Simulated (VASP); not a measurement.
The system is Pd.

```
Pd
1.0
     0.00000    2.70823    2.70823
     2.70823    0.00000    2.70823
     2.70823    2.70823    0.00000
Pd
2
Direct
  0.12500 0.12500 0.12500
  0.87500 0.87500 0.87500
```

This isn't the form of Pd at room conditions, which is fcc.

- Program: VASP 6.6.1
- Task: relaxation of cell and atoms
- Functional: LDA
- Potentials or basis: VASP PAW LDA potentials, release 64 (Pd)
- Cutoff: 600 eV
- k mesh: 10 × 10 × 10
- Occupations: fermi-dirac, width 0.05 eV
- Spin: collinear spin
- Starting moments: [0.5, -0.5] μB

At the start: pressure 13.4 GPa; volume 19.86 Å³/atom.

Q: Where does the relaxation end?

A: Over 4 steps the energy falls by 82.6 meV/atom and the volume is 22.08 Å³/atom (+11.1 %); space group Fd-3m (No. 227, to 0.1 Å) before and after; moment 0.00 μB per cell.

The path:
```csv
step,energy change (eV),largest force (eV/Å),pressure (GPa),volume (Å³)
1,0.0000,0.0000,13.35,39.73
2,0.0145,0.0000,-8.52,50.03
3,-0.1651,0.0000,-0.25,44.25
4,-0.1652,0.0000,-0.05,44.16
```

Final structure:
```yaml
crystal:
  lattice:
    - [0.00000, 2.80536, 2.80536]
    - [2.80536, 0.00000, 2.80536]
    - [2.80536, 2.80536, 0.00000]
  atoms:
    - { symbol: Pd, position: [0.12500, 0.12500, 0.12500] }
    - { symbol: Pd, position: [0.87500, 0.87500, 0.87500] }
```
